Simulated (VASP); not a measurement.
# Si4C11 in VASP: further runs, part 2 of 2

VASP 6.6.1. The steps go on from the part before.

## (3) Single point, PBE

The input, INCAR:

```
SYSTEM = Si4C11
ALGO = Normal ; EDIFF = 1E-7
ENCUT = 520 ; GGA = PE
ISIF = 2 ; ISMEAR = -1
ISYM = 0 ; LASPH = .True.
LCHARG = .False. ; LREAL = Auto
LWAVE = .False. ; NBANDS = 43
NELM = 80 ; PREC = Accurate
SIGMA = 0.05
```

The input, KPOINTS:

```
Automatic mesh
0
Gamma
  1 1 1
  0.25 0.25 0.25
```

The input, POSCAR:

```
Si4C11
1.0
    5.5684850000      0.1677970000      0.0711490000
    0.1677970000      5.4749150000     -0.0943290000
    0.0711490000     -0.0943290000      5.5837510000
C Si
11 4
Direct
    0.9402857509      0.9261984462      0.7070454937
    0.2438330686      0.4600786749      0.4016696451
    0.6057304256      0.0858270499      0.1703564263
    0.6345453633      0.6785194193      0.8686719358
    0.8324827566      0.6958661913      0.6674443481
    0.3436593322      0.1004342003      0.1226103814
    0.9421464839      0.1511176453      0.6156284541
    0.7085812346      0.6145599775      0.4266497524
    0.4148903487      0.6360727044      0.7600138453
    0.4413697738      0.5785194658      0.5025116888
    0.1778558406      0.2777683306      0.2211798742
    0.0936682523      0.4291907228      0.6925863509
    0.1737112376      0.8676124167      0.9527023377
    0.7741466621      0.7808658550      0.1546891211
    0.8347556126      0.2835148181      0.3199336149
```

Potentials or basis: VASP PAW PBE potentials, release 64 (C, Si).

Started as:

```sh
cat potpaw_PBE.64/C/POTCAR potpaw_PBE.64/Si/POTCAR > POTCAR
mpirun -np 1 vasp_std > vasp.out
```

OUTCAR:

```text
SYSTEM = Si4C11
   EDIFF = 1E-7
   ENCUT = 520
   GGA = PE
   ISIF = 2
   ISMEAR = -1
   ISYM = 0
   LASPH = .True.
   LREAL = Auto
   NELM = 80
   PREC = Accurate

 ion  position               nearest neighbor table
   1  0.940  0.926  0.707-   7 1.35   5 1.44  13 1.94
   2  0.244  0.460  0.402-  10 1.43  11 1.46  12 1.83  15 2.57
   3  0.606  0.086  0.170-   6 1.49  14 1.86  15 1.91
   4  0.635  0.679  0.869-   9 1.41   5 1.56  14 1.88
   5  0.832  0.696  0.667-   1 1.44   4 1.56   8 1.59  12 2.01
   6  0.344  0.100  0.123-  11 1.39   3 1.49  13 1.88
   7  0.942  0.151  0.616-   1 1.35  12 1.83  15 1.92
   8  0.709  0.615  0.427-  10 1.56   5 1.59  14 1.84  15 1.97
   9  0.415  0.636  0.760-   4 1.41  10 1.46  13 2.05  12 2.21
  10  0.441  0.579  0.503-   2 1.43   9 1.46   8 1.56  12 2.39
  11  0.178  0.278  0.221-   6 1.39   2 1.46  15 1.97
  12  0.094  0.429  0.693-   2 1.83   7 1.83   5 2.01   9 2.21  10 2.39  15 2.69  13 2.83
[... 205 lines left out ...]

  FORCE on cell =-STRESS in cart. coord.  units (eV):
  Direction    XX          YY          ZZ          XY          YZ          ZX
  --------------------------------------------------------------------------------------
  -------------------------------------------------------------------------------------
  Total      -18.2405419      3.3647199      1.6471223     -3.5848316     -1.5093440     -5.4373622
  in kB     -171.9143802     31.7119820     15.5238817    -33.7865021    -14.2253413    -51.2463263
  external PRESSURE =     -41.5595055 kB  Pullay stress =       0.0000000 kB

 VOLUME and BASIS-vectors are now :
 -----------------------------------------------------------------------------
  energy-cutoff  :      520.00
  volume of cell :      169.99
      direct lattice vectors                 reciprocal lattice vectors
     5.568485000  0.167797000  0.071149000     0.179779798 -0.005551035 -0.002384558
     0.167797000  5.474915000 -0.094329000    -0.005551035  0.182875815  0.003160142
     0.071149000 -0.094329000  5.583751000    -0.002384558  0.003160142  0.179174851

 POSITION                                       TOTAL-FORCE (eV/Angst)
 -----------------------------------------------------------------------------------
      5.44169      5.16194      3.92750         1.534844      1.525059      0.159687
      1.46356      2.52192      2.21677         1.058717      0.477331      0.454842
      3.39952      0.55547      0.98623        -0.292232      0.055357      0.372354
      3.70911      3.73937      4.83159         0.357727     -0.435094     -0.564718
      4.79992      3.88654      3.72043        -1.285541     -1.376797     -0.081947
      1.93924      0.59597      0.69960         1.879255      0.054790     -0.496736
      5.31549      0.92737      3.49029        -0.365550     -0.948171      0.222104
      4.07920      3.44332      2.37475        -0.642107     -0.819347      0.925300
      2.47112      3.48037      4.21325        -0.225145      0.276991      1.626280
      2.59059      3.19400      2.78273         0.281516     -0.649019     -2.042746
      1.05273      1.52974      1.22147        -0.055312      1.234804      0.945076
      0.64288      2.30017      3.83341        -0.279735      1.438216      0.085734
      1.18068      4.68939      5.25017        -0.458624     -1.096619      0.119520
      4.45286      4.39048      0.84517        -0.911254      1.074593     -1.126555
      4.71866      1.66211      1.81908        -0.596557     -0.812093     -0.598197
 -----------------------------------------------------------------------------------
    total drift:                                0.013899      0.011101      0.001241

  FREE ENERGIE OF THE ION-ELECTRON SYSTEM (eV)
  ---------------------------------------------------
  free  energy   TOTEN  =      -112.9070430612 eV

  energy  without entropy=     -112.9068455458  energy(sigma->0) =     -112.90694430
```

OSZICAR:

```text
N       E                     dE             d eps       ncg     rms          rms(c)
DAV:   1     0.220013252197E+03    0.22001E+03   -0.27517E+04    86   0.124E+03
DAV:   2    -0.992983113582E+02   -0.31931E+03   -0.30639E+03   108   0.239E+02
DAV:   3    -0.122470023220E+03   -0.23172E+02   -0.22807E+02   108   0.646E+01
DAV:   4    -0.123081816325E+03   -0.61179E+00   -0.60993E+00   116   0.113E+01
DAV:   5    -0.123095220745E+03   -0.13404E-01   -0.13393E-01   108   0.170E+00    0.187E+01
DAV:   6    -0.113661465448E+03    0.94338E+01   -0.21399E+01   100   0.179E+01    0.996E+00
DAV:   7    -0.112996164980E+03    0.66530E+00   -0.43346E+00   116   0.887E+00    0.436E+00
DAV:   8    -0.112908142080E+03    0.88023E-01   -0.39869E-01   108   0.292E+00    0.211E+00
DAV:   9    -0.112902244911E+03    0.58972E-02   -0.97951E-02   116   0.130E+00    0.511E-01
DAV:  10    -0.112905284999E+03   -0.30401E-02   -0.10720E-02   100   0.498E-01    0.203E-01
DAV:  11    -0.112906505734E+03   -0.12207E-02   -0.19613E-03   108   0.201E-01    0.102E-01
DAV:  12    -0.112906945891E+03   -0.44016E-03   -0.45190E-04   108   0.968E-02    0.333E-02
DAV:  13    -0.112907026663E+03   -0.80772E-04   -0.10374E-04    92   0.486E-02    0.137E-02
DAV:  14    -0.112907040576E+03   -0.13913E-04   -0.15598E-05   116   0.182E-02    0.458E-03
DAV:  15    -0.112907042623E+03   -0.20470E-05   -0.28743E-06    92   0.822E-03    0.256E-03
DAV:  16    -0.112907042975E+03   -0.35149E-06   -0.38369E-07   116   0.301E-03    0.917E-04
DAV:  17    -0.112907043061E+03   -0.86446E-07   -0.93166E-08    68   0.161E-03
   1 F= -.11290704E+03 E0= -.11290694E+03  d E =-.197515E-03
```

stdout:

```text
POSCAR found type information on POSCAR C Si
 POSCAR found :  2 types and      15 ions
 scaLAPACK will be used
 LDA part: xc-table for (Slater+PW92), standard interpolation
 POSCAR, INCAR and KPOINTS ok, starting setup
 FFT: planning ... GRIDC
 FFT: planning ... GRID_SOFT
 FFT: planning ... GRID
 WAVECAR not read
 entering main loop
```

Run time: 9.7 s. Hardware: 1 thread of Intel Xeon 6975P-C (Granite Rapids), shared host; peak memory 0.25 GiB.

Results:

```yaml
Free_energy: -112.9070 eV
Pressure: -4.2 GPa
Largest_force: 2.170 eV/Å
Band_gap_on_the_k_mesh: 0.92 eV
```

Forces on the atoms (eV/Å):
```
C    1.535  1.525  0.160
C    1.059  0.477  0.455
C   -0.292  0.055  0.372
C    0.358 -0.435 -0.565
C   -1.286 -1.377 -0.082
C    1.879  0.055 -0.497
C   -0.366 -0.948  0.222
C   -0.642 -0.819  0.925
C   -0.225  0.277  1.626
C    0.282 -0.649 -2.043
C   -0.055  1.235  0.945
Si  -0.280  1.438  0.086
Si  -0.459 -1.097  0.120
Si  -0.911  1.075 -1.127
Si  -0.597 -0.812 -0.598
```

Stress tensor (GPa, compression positive):
```
-17.19  -3.38  -5.12
 -3.38   3.17  -1.42
 -5.12  -1.42   1.55
```

Caveat: the k points lie up to 1.15 Å⁻¹ apart.

## (4) Single point, PBE

The input, INCAR:

```
ALGO = Normal
EDIFF = 1E-6
ENCUT = 520
GGA = PE
ISIF = 2
ISMEAR = -1
ISYM = 0
LASPH = T
LCHARG = F
LREAL = Auto
LWAVE = F
NBANDS = 43
NELM = 60
PREC = Accurate
SIGMA = 0.05
```

KPOINTS is that of step 3.

The input, POSCAR:

```
Si4C11
1.0
    5.5684850000      0.1677970000      0.0711490000
    0.1677970000      5.4749150000     -0.0943290000
    0.0711490000     -0.0943290000      5.5837510000
C Si
11 4
Direct
    0.9759168331      0.9094932609      0.6895038986
    0.2557281467      0.4710911089      0.3818040510
    0.6001663174      0.0962232674      0.1513990168
    0.6433673355      0.6830394723      0.8422559473
    0.8414562974      0.6740539600      0.6532347273
    0.3499558137      0.1278983218      0.1028313251
    0.9496357296      0.1363958618      0.6023256504
    0.7144748885      0.5846270774      0.4049899635
    0.4233847999      0.6254927362      0.7460299894
    0.4537592099      0.5570268503      0.4876134827
    0.1773565020      0.3140574158      0.1949723375
    0.1005956553      0.4416845037      0.6797884392
    0.1727457060      0.8732524064      0.9641034033
    0.7601972316      0.7925471692      0.1390473732
    0.8434865596      0.2731203277      0.2943537314
```

Started as:

```sh
cat potpaw_PBE.64/C/POTCAR potpaw_PBE.64/Si/POTCAR > POTCAR
mpirun -np 1 vasp_std > vasp.out
```

Run time: 9.4 s. Hardware: 1 thread of Intel Xeon 6975P-C (Granite Rapids), shared host; peak memory 0.24 GiB.

Results (log left out):

```
Free energy            : -112.9228 eV
Pressure               : -3.9 GPa
Largest force          : 1.709 eV/Å
Band gap on the k mesh : 1.05 eV
```

Forces on the atoms (eV/Å):
```
C   -0.515  1.107 -0.163
C   -1.003  0.333  1.343
C    0.528  0.014  0.855
C   -0.125 -0.849  0.566
C   -0.299  0.893 -0.570
C   -0.073 -0.118 -0.586
C    0.549  0.228 -0.511
C    0.249  1.120  0.933
C    0.121  0.220  1.141
C    0.957  0.791 -1.167
C    0.756 -1.023 -0.683
Si   0.150 -1.094 -0.465
Si  -0.380 -0.879 -0.754
Si  -0.581 -0.218 -0.491
Si  -0.335 -0.526  0.551
```

Stress tensor (GPa, compression positive):
```
-12.35  -5.34  -3.89
 -5.34   1.96   0.90
 -3.89   0.90  -1.30
```

Levels at points of the mesh, in eV from the valence-band top:
| k point | band 28 | band 29 | band 30 | band 31 | band 32 | band 33 |
| --- | --- | --- | --- | --- | --- | --- |
| (0.25, 0.25, 0.25) | -1.55 | -0.73 | 0.00 | 1.05 | 1.86 | 2.28 |

Caveat: the k points lie up to 1.15 Å⁻¹ apart.
